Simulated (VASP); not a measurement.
# MgI2 (R3m) in VASP: notebook

The runs below take MgI2 through single point, with PBE.

Everything below comes from runs of VASP 6.6.1. Logs are shortened: lines on timing, memory, paths and dates and some standing lists are left out, and cuts for length are marked.

## 1. The cell of the first run

It takes space group R3m (No. 160, trigonal). The conventional cell has a = 3.896 Å, b = 3.896 Å, c = 22.630 Å, α = 90.00°, β = 90.00°, γ = 120.00°. Within 3.9 Å of Mg (site symmetry 3m) lie 6 I at 2.91 Å and 6 Mg at 3.90 Å. Within 3.9 Å of I (site symmetry 3m) lie 3 Mg at 2.91 Å and 7 I at 3.70 to 3.90 Å. I (site symmetry 3m) has 3 Mg at 2.91 Å and 7 I at 3.70 to 3.90 Å within 3.9 Å.

## 2. Single point, PBE

Contents of INCAR:

```
SYSTEM = MgI2
  PREC = Accurate
  ENCUT = 520
  EDIFF = 1E-7
  ISMEAR = 0
  SIGMA = 0.1
  LREAL = .False.
  LASPH = .True.
  NELM = 100
  ALGO = Normal
  ISIF = 2
  LWAVE = .False.
  LCHARG = .False.
  GGA = PE
  NBANDS = 15
```

Contents of KPOINTS:

```
regular mesh
0
Gamma
  6 6 6
  0 0 0
```

Contents of POSCAR:

```
MgI2
1.0
    1.9482097337      1.1247994142      7.5431732010
   -1.9482097337      1.1247994142      7.5431732010
    0.0000000000     -2.2495988283      7.5431732010
Mg I
1 2
Direct
    0.0000000000      0.0000000000      0.0000000000
    0.7484000000      0.7484000000      0.7484000000
    0.5849000000      0.5849000000      0.5849000000
```

Potentials or basis: VASP PAW PBE potentials, release 64 (Mg, I).

Started as:

```
$ cat potpaw_PBE.64/Mg/POTCAR potpaw_PBE.64/I/POTCAR > POTCAR
$ mpirun -np 1 vasp_std > vasp.out
```

OUTCAR:

```text
SYSTEM = MgI2
   PREC = Accurate
   ENCUT = 520
   EDIFF = 1E-7
   ISMEAR = 0
   LREAL = .False.
   LASPH = .True.
   NELM = 100
   ISIF = 2
   GGA = PE

 ion  position               nearest neighbor table
   1  0.000  0.000  0.000-   2 2.91   2 2.91   2 2.91   3 2.91   3 2.91   3 2.91
   2  0.748  0.748  0.748-   1 2.91   1 2.91   1 2.91
   3  0.585  0.585  0.585-   1 2.91   1 2.91   1 2.91

  LATTYP: Found a trigonal (rhomboedric) cell.
 ALAT       =     7.8714774235
 COS(alpha) =     0.8774851014

  Lattice vectors:

 A1 = (   1.9482097337,   1.1247994142,   7.5431732010)
 A2 = (  -1.9482097337,   1.1247994142,   7.5431732010)
 A3 = (   0.0000000000,  -2.2495988283,   7.5431732010)

Analysis of symmetry for initial positions (statically):
=====================================================================
 Subroutine PRICEL returns:
 Original cell was already a primitive cell.

 Routine SETGRP: Setting up the symmetry group for a
 trigonal (rhombohedral) supercell.

 Subroutine GETGRP returns: Found  6 space group operations
 (whereof  6 operations were pure point group operations)
 out of a pool of 12 trial point group operations.

The static configuration has the point symmetry C_3v.

Analysis of symmetry for dynamics (positions and initial velocities):
=====================================================================
 Subroutine PRICEL returns:
 Original cell was already a primitive cell.

 Routine SETGRP: Setting up the symmetry group for a
 trigonal (rhombohedral) supercell.

 Subroutine GETGRP returns: Found  6 space group operations
 (whereof  6 operations were pure point group operations)
 out of a pool of 12 trial point group operations.

The dynamic configuration has the point symmetry C_3v.

 Subroutine INISYM returns: Found  6 space group operations
 (whereof  6 operations are pure point group operations),
 and found     1 'primitive' translations

----------------------------------------------------------------------------------------

                                     Primitive cell

  volume of cell :      99.1782

  direct lattice vectors                    reciprocal lattice vectors
     1.948209734  1.124799414  7.543173201     0.256645879  0.148174567  0.044190068
    -1.948209734  1.124799414  7.543173201    -0.256645879  0.148174567  0.044190068
     0.000000000 -2.249598828  7.543173201     0.000000000 -0.296349135  0.044190068

  length of vectors
[... 95 lines left out ...]
   NELECT =      16.0000    total number of electrons
   NUPDOWN=      -1.0000    fix difference up-down
   EMIN   =  10.00;   EMAX   =-10.00  energy-range for DOS
   EFERMI =   0.00;   METHOD = LEGACY
   ISMEAR =     0;   SIGMA  =   0.10  broadening in eV -4-tet -1-fermi 0-gaus
   EFERMI_NEDOS =   21; number of points for ismear=-14 and -15
   IALGO  =     38    algorithm
   IMIX   =      4    mixing-type and parameters
     AMIX     =   0.40;   BMIX     =  1.00
     AMIX_MAG =   1.60;   BMIX_MAG =  1.00
  volume/ion in A,a.u.               =      33.06       223.10
  Fermi-wavevector in a.u.,A,eV,Ry     =   0.891202  1.684127 10.806303  0.794241
  Thomas-Fermi vector in A             =   2.012992
   LORBIT       =      0    0 simple, 1 ext, 2 COOP (PROOUT), +10 PAW based schemes
   GGA     = PE    functional components
   LHFCALC =     F    Hartree Fock is set to
   AEXX    =    0.0000 exact exchange contribution
   IVDW    =     0    specifies the selected vdW correction
   LEPSILON=     F    determine dielectric tensor
   LRPA    =     F    only Hartree local field effects (RPA)
 non-spin polarized calculation
 Gauss-broadening in eV      SIGMA  =   0.10
  energy-cutoff  :      520.00
  volume of cell :       99.18
 maximum number of plane-waves:      2693
 NGX is ok and might be reduce to    60
   NGX = 29   NGY = 29   NGZ = 29

 number of electron      15.9999999 magnetization

 Free energy of the ion-electron system (eV)
  ---------------------------------------------------
  ext. energy  EPLUGINS =         0.00000000
  ---------------------------------------------------
  free energy    TOTEN  =        -7.11550414 eV

  energy without entropy =       -7.11550414  energy(sigma->0) =       -7.11550414

 E-fermi :   3.6740     XC(G=0):  -8.3298

 val. band max:        3.2353332251   @ k =   0.5000   0.5000   0.5000
 cond. band min:       5.6793467519   @ k =   0.5000  -0.0000   0.0000
 fundamental gap:      2.4440135268
 Fermi energy:         3.6739960177

 k-point     1 :       0.0000    0.0000    0.0000
  band No.  band energies     occupation
      1      -9.6221      2.00000
      2      -9.0212      2.00000
      3      -1.3727      2.00000
      4       2.0845      2.00000
      5       2.7880      2.00000
      6       2.7880      2.00000
      7       3.1711      2.00000
      8       3.1711      2.00000
      9       6.0966      0.00000
     10       8.9444      0.00000
     11       8.9516      0.00000
     12       9.9070      0.00000
     13       9.9070      0.00000
     14      11.6997      0.00000
[... 401 lines left out ...]
      2      -8.3920      2.00000
      3      -0.9619      2.00000
      4      -0.0973      2.00000
      5       0.3491      2.00000
      6       0.9507      2.00000
      7       1.6607      2.00000
      8       2.0773      2.00000
      9       6.2418      0.00000
     10       7.5101      0.00000
     11       9.1810      0.00000
     12       9.6451      0.00000
     13      10.3104      0.00000
     14      11.2748      0.00000
     15      12.2544      0.00000

 [... further k-points ...]

------------------------ aborting loop because EDIFF is reached ----------------------------------------

  FORCE on cell =-STRESS in cart. coord.  units (eV):
  Direction    XX          YY          ZZ          XY          YZ          ZX
  --------------------------------------------------------------------------------------
  -------------------------------------------------------------------------------------
  Total        2.7375688      2.7375688      0.9119080      0.0000000      0.0000000      0.0000000
  in kB       44.2241516     44.2241516     14.7314495      0.0000000      0.0000000      0.0000000
  external PRESSURE =      34.3932509 kB  Pullay stress =       0.0000000 kB

 VOLUME and BASIS-vectors are now :
 -----------------------------------------------------------------------------
  energy-cutoff  :      520.00
  volume of cell :       99.18
      direct lattice vectors                 reciprocal lattice vectors
     1.948209734  1.124799414  7.543173201     0.256645879  0.148174567  0.044190068
    -1.948209734  1.124799414  7.543173201    -0.256645879  0.148174567  0.044190068
     0.000000000 -2.249598828  7.543173201     0.000000000 -0.296349135  0.044190068

 POSITION                                       TOTAL-FORCE (eV/Angst)
 -----------------------------------------------------------------------------------
      0.00000      0.00000      0.00000         0.000000     -0.000000     -0.001981
      0.00000      0.00000     16.93593         0.000000      0.000000      0.141561
      0.00000      0.00000     13.23601         0.000000     -0.000000     -0.139580
 -----------------------------------------------------------------------------------
    total drift:                               -0.000000     -0.000000      0.000126

  FREE ENERGIE OF THE ION-ELECTRON SYSTEM (eV)
  ---------------------------------------------------
  free  energy   TOTEN  =        -7.1155041393 eV

  energy  without entropy=       -7.1155041393  energy(sigma->0) =       -7.11550414
```

OSZICAR:

```text
N       E                     dE             d eps       ncg     rms          rms(c)
DAV:   1     0.769140919241E+02    0.76914E+02   -0.58938E+03   960   0.844E+02
DAV:   2    -0.160544140092E+01   -0.78520E+02   -0.71809E+02  1374   0.136E+02
DAV:   3    -0.721687040624E+01   -0.56114E+01   -0.55916E+01  1324   0.407E+01
DAV:   4    -0.732262793470E+01   -0.10576E+00   -0.10575E+00  1375   0.669E+00
DAV:   5    -0.732387402706E+01   -0.12461E-02   -0.12461E-02  1338   0.642E-01    0.487E+00
DAV:   6    -0.715162302594E+01    0.17225E+00   -0.13666E-01  1100   0.192E+00    0.329E+00
DAV:   7    -0.711768892316E+01    0.33934E-01   -0.15049E-01  1121   0.192E+00    0.758E-01
DAV:   8    -0.711521942269E+01    0.24695E-02   -0.10975E-02  1149   0.606E-01    0.371E-01
DAV:   9    -0.711553555965E+01   -0.31614E-03   -0.18817E-03  1268   0.254E-01    0.181E-01
DAV:  10    -0.711548327270E+01    0.52287E-04   -0.11117E-04  1212   0.700E-02    0.565E-02
DAV:  11    -0.711550464272E+01   -0.21370E-04   -0.33725E-05  1135   0.343E-02    0.525E-02
DAV:  12    -0.711550409656E+01    0.54616E-06   -0.35716E-06  1240   0.122E-02    0.175E-02
DAV:  13    -0.711550413929E+01   -0.42731E-07   -0.30268E-07  1205   0.312E-03
   1 F= -.71155041E+01 E0= -.71155041E+01  d E =-.359222E-11
```

Wall time 82 s (1 thread of Intel Xeon Platinum 8488C (Sapphire Rapids), shared host); peak memory 0.47 GiB.

Results:

* Free energy: -7.1155 eV
* Pressure: 3.4 GPa
* Largest force: 0.142 eV/Å
* Band gap on the k mesh: 2.44 eV (least direct gap 2.93 eV)

Forces on the atoms (eV/Å):
```
Mg   0.000  0.000 -0.002
I    0.000  0.000  0.142
I    0.000  0.000 -0.140
```

Caveat: the cell stands under pressure; spin-orbit coupling is left out, which moves the levels of the heavy elements. A k mesh can miss the band edges.

## 3. Single point, PBE

This run uses another cell than the first one, of 39.40 Å³/atom.

Contents of INCAR:

```
PREC = Accurate
ENCUT = 520
EDIFF = 1E-6
ISMEAR = 0
SIGMA = 0.02
LREAL = False
LASPH = True
NELM = 60
ALGO = Normal
ISIF = 2
LWAVE = False
LCHARG = False
GGA = PE
NBANDS = 15
```

Contents of KPOINTS:

```
Automatic mesh
0
Gamma
  6 6 6
```

Contents of POSCAR:

```
MgI2
1.0
    2.0512406750      1.1842843559      8.1098289429
   -2.0512406750      1.1842843559      8.1098289429
    0.0000000000     -2.3685687118      8.1098289429
Mg I
1 2
Direct
   -0.0000108561     -0.0000108561     -0.0000108561
    0.7426163309      0.7426163309      0.7426163309
    0.5906945252      0.5906945252      0.5906945252
```

Potentials or basis: VASP PAW PBE potentials, release 64 (Mg, I).

Started as:

```
$ cat potpaw_PBE.64/Mg/POTCAR potpaw_PBE.64/I/POTCAR > POTCAR
$ mpirun -np 1 vasp_std > vasp.out
```

OUTCAR:

```text
PREC = Accurate
   ENCUT = 520
   EDIFF = 1E-6
   ISMEAR = 0
   LREAL = False
   LASPH = True
   NELM = 60
   ISIF = 2
   GGA = PE

 ion  position               nearest neighbor table
   1  1.000  1.000  1.000-   2 3.00   2 3.00   2 3.00   3 3.00   3 3.00   3 3.00
   2  0.743  0.743  0.743-   1 3.00   1 3.00   1 3.00
   3  0.591  0.591  0.591-   1 3.00   1 3.00   1 3.00

  LATTYP: Found a trigonal (rhomboedric) cell.
 ALAT       =     8.4486355837
 COS(alpha) =     0.8821064408

  Lattice vectors:
[... 623 lines left out ...]

  FORCE on cell =-STRESS in cart. coord.  units (eV):
  Direction    XX          YY          ZZ          XY          YZ          ZX
  --------------------------------------------------------------------------------------
  -------------------------------------------------------------------------------------
  Total       -0.0183519     -0.0183519     -0.0157407      0.0000000     -0.0000000      0.0000000
  in kB       -0.2487454     -0.2487454     -0.2133526      0.0000000     -0.0000000      0.0000000
  external PRESSURE =      -0.2369478 kB  Pullay stress =       0.0000000 kB

 VOLUME and BASIS-vectors are now :
 -----------------------------------------------------------------------------
  energy-cutoff  :      520.00
  volume of cell :      118.20
      direct lattice vectors                 reciprocal lattice vectors
     2.051240675  1.184284356  8.109828943     0.243754917  0.140731967  0.041102388
    -2.051240675  1.184284356  8.109828943    -0.243754917  0.140731967  0.041102388
     0.000000000 -2.368568712  8.109828943     0.000000000 -0.281463934  0.041102388

 POSITION                                       TOTAL-FORCE (eV/Angst)
 -----------------------------------------------------------------------------------
      0.00000      0.00000     24.32922         0.000000     -0.000000     -0.000083
      0.00000      0.00000     18.06747         0.000000      0.000000     -0.007963
      0.00000      0.00000     14.37129         0.000000      0.000000      0.008046
 -----------------------------------------------------------------------------------
    total drift:                               -0.000000      0.000000      0.000297

  FREE ENERGIE OF THE ION-ELECTRON SYSTEM (eV)
  ---------------------------------------------------
  free  energy   TOTEN  =        -7.2610087807 eV

  energy  without entropy=       -7.2610087807  energy(sigma->0) =       -7.26100878
```

stdout:

```text
POSCAR found type information on POSCAR MgI
 POSCAR found :  2 types and       3 ions
 scaLAPACK will be used
 LDA part: xc-table for (Slater+PW92), standard interpolation
 POSCAR, INCAR and KPOINTS ok, starting setup
 FFT: planning ... GRIDC
 FFT: planning ... GRID_SOFT
 FFT: planning ... GRID
 WAVECAR not read
 entering main loop
```

It took 1.7 min on 1 thread of Intel Xeon Platinum 8488C (Sapphire Rapids), shared host; peak memory 0.54 GiB.

What came out:

- Free energy: -7.2610 eV
- Pressure: 0.0 GPa
- Largest force: 0.008 eV/Å
- Band gap on the k mesh: 2.78 eV (least direct gap 2.80 eV)

Forces in eV/Å, atoms in the order of the input:
```
Mg   0.000  0.000  0.000
I    0.000  0.000 -0.008
I    0.000  0.000  0.008
```

Levels at points of the mesh, in eV from the valence-band top:
```
           k point  band 6  band 7  band 8  band 9  band 10  band 11
(0.00, 0.00, 0.00)   -0.45   -0.02   -0.02    2.78     5.43     5.98
(0.50, 0.00, 0.00)   -1.21   -0.71   -0.36    2.87     3.71     5.48
(0.50, 0.50, 0.00)   -1.24   -0.66   -0.54    3.04     3.79     5.45
(0.50, 0.50, 0.50)   -0.47    0.00    0.00    3.30     5.07     6.48
```

Caveat: spin-orbit coupling is left out, which moves the levels of the heavy elements. A k mesh can miss the band edges.
